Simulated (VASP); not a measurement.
Here is a VASP 6.6.1 calculation.

File INCAR:

```
PREC     = Accurate       # precision mode
ENCUT    = 520            # plane-wave cutoff, eV
EDIFF    = 1E-6           # SCF threshold, eV
ISMEAR   = -1             # smearing method
SIGMA    = 0.1            # smearing width, eV
LREAL    = False          # projectors in reciprocal space
LASPH    = True           # aspherical terms in the spheres
NELM     = 100            # most SCF steps
ALGO     = Normal         # electronic algorithm
ISIF     = 2              # what is computed and relaxed
LWAVE    = False          # write WAVECAR
LCHARG   = False          # write CHGCAR
GGA      = CA             # functional
NBANDS   = 32             # bands
```

The input KPOINTS:

```
regular mesh
0
Gamma
  6 6 6
```

Contents of POSCAR:

```
Bi2Te3
1.0
    2.1786517465      1.2578451037      9.8122361019
   -2.1786517465      1.2578451037      9.8122361019
    0.0000000000     -2.5156902075      9.8122361019
Bi Te
2 3
Direct
    0.1880000000      0.1880000000      0.1880000000
    0.5980000000      0.5980000000      0.5980000000
    0.3890000000      0.3890000000      0.3890000000
    0.8000000000      0.8000000000      0.8000000000
    0.0000000000      0.0000000000      0.0000000000
```

Potentials or basis: VASP PAW LDA potentials, release 64 (Bi_d, Te).

Launch:

```bash
$ cat potpaw_LDA.64/Bi_d/POTCAR potpaw_LDA.64/Te/POTCAR > POTCAR
$ mpirun -np 1 vasp_std > vasp.out
```

Q: What does it give for the band gap on the k mesh?

A: Zero (bands 24 and 25 overlap by 0.11 eV).

Q: What does it give for the pressure?

A: 0.3 GPa.

Stress tensor (GPa, compression positive):
```
 0.75  0.00  0.00
 0.00  0.75  0.00
 0.00  0.00 -0.47
```

Caveat: spin-orbit coupling is left out, which moves the levels of the heavy elements; forces of over 1 eV/Å act on the atoms, so gaps and moduli don't describe the material at rest.
